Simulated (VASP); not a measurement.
Input of a VASP 6.6.1 run:

Contents of INCAR:

```
SYSTEM = Te2Mo
  PREC = Accurate
  ENCUT = 520
  EDIFF = 1E-6
  ISMEAR = -1
  SIGMA = 0.05
  LREAL = .FALSE.
  LASPH = .TRUE.
  NELM = 100
  ALGO = Normal
  ISIF = 2
  LWAVE = .FALSE.
  LCHARG = .FALSE.
  GGA = PE
  IVDW = 12
  NBANDS = 35
```

KPOINTS

```
regular mesh
0
G
  4 8 1
  0 0 0
```

The input POSCAR:

```
Te2Mo
1.0
    6.4863781235      0.0000000000      0.0000000000
    0.0000000000      3.5486635872      0.0000000000
   -0.0874228505      0.0000000000     36.8854017842
Te Mo
4 2
Direct
    0.4292511000      0.7500000000      0.5407035800
    0.5707489000      0.2500000000      0.4592964200
    0.9208478700      0.2500000000      0.5565273200
    0.0791521300      0.7500000000      0.4434726800
    0.1813475600      0.2500000000      0.4974653700
    0.8186524400      0.7500000000      0.5025346300
```

Potentials or basis: VASP PAW PBE potentials, release 64 (Te, Mo_sv).

Command:

```bash
$ cat potpaw_PBE.64/Te/POTCAR potpaw_PBE.64/Mo_sv/POTCAR > POTCAR
$ mpirun -np 1 vasp_std > vasp.out
```

Predict the band gap on the k mesh.

zero (band 26 reaches -2.23 eV, above the bottom of band 27 at -2.36 eV).

What does it give for the dispersion energy per atom?

-0.370 eV.

Estimate the largest force.

0.749 eV/Å.

Forces on the atoms (eV/Å):
```
Te  -0.017  0.000 -0.523
Te   0.017  0.000  0.523
Te   0.009  0.000 -0.749
Te  -0.009  0.000  0.749
Mo  -0.116  0.000 -0.037
Mo   0.116  0.000  0.037
```

Caveat: spin-orbit coupling is left out, which moves the levels of the heavy elements.
